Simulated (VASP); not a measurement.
A run of VASP 6.6.1 is set up as follows.

File INCAR:

```
SYSTEM = Na4Ca3
PREC = Accurate ; ENCUT = 500
EDIFF = 1E-7 ; ISMEAR = 0
SIGMA = 0.1 ; LREAL = .FALSE.
LASPH = .TRUE. ; NELM = 120
ALGO = Normal ; ISIF = 3
LWAVE = .FALSE. ; LCHARG = .FALSE.
GGA = PE ; IBRION = 2
NSW = 100 ; EDIFFG = -0.01
GGA_COMPAT = .FALSE. ; NELMIN = 4
```

KPOINTS

```
regular mesh
0
G
  6 6 6
  0 0 0
```

POSCAR

```
Na4Ca3
1.0
    6.9453802000      0.0000000000      0.0000000000
    0.0000000000      6.9453802000      0.0000000000
    0.0000000000      0.0000000000      6.9453802000
Na Ca
4 3
Direct
    0.5000000000      0.5000000000      0.5000000000
    0.5000000000      0.0000000000      0.0000000000
    0.0000000000      0.5000000000      0.0000000000
    0.0000000000      0.0000000000      0.5000000000
    0.5000000000      0.5000000000      0.0000000000
    0.0000000000      0.5000000000      0.5000000000
    0.5000000000      0.0000000000      0.5000000000
```

Potentials or basis: VASP PAW PBE potentials, release 64 (Na_pv, Ca_sv).

Command:

```console
$ cat potpaw_PBE.64/Na_pv/POTCAR potpaw_PBE.64/Ca_sv/POTCAR > POTCAR
$ mpirun -np 1 vasp_std > vasp.out
```

Q: Estimate the band gap on the k mesh.

A: Zero (bands 29 and 30 overlap by 1.05 eV).

Q: What does it give for the space group after relaxing (to 0.1 Å)?

A: Pm-3m (No. 221).

Final structure:
```yaml
crystal:
  lattice:
    - [6.97431, 0.00000, 0.00000]
    - [0.00000, 6.97431, 0.00000]
    - [0.00000, 0.00000, 6.97431]
  atoms:
    - { symbol: Na, position: [0.50000, 0.50000, 0.50000] }
    - { symbol: Na, position: [0.50000, 0.00000, 0.00000] }
    - { symbol: Na, position: [0.00000, 0.50000, 0.00000] }
    - { symbol: Na, position: [0.00000, 0.00000, 0.50000] }
    - { symbol: Ca, position: [0.50000, 0.50000, 0.00000] }
    - { symbol: Ca, position: [0.00000, 0.50000, 0.50000] }
    - { symbol: Ca, position: [0.50000, 0.00000, 0.50000] }
```
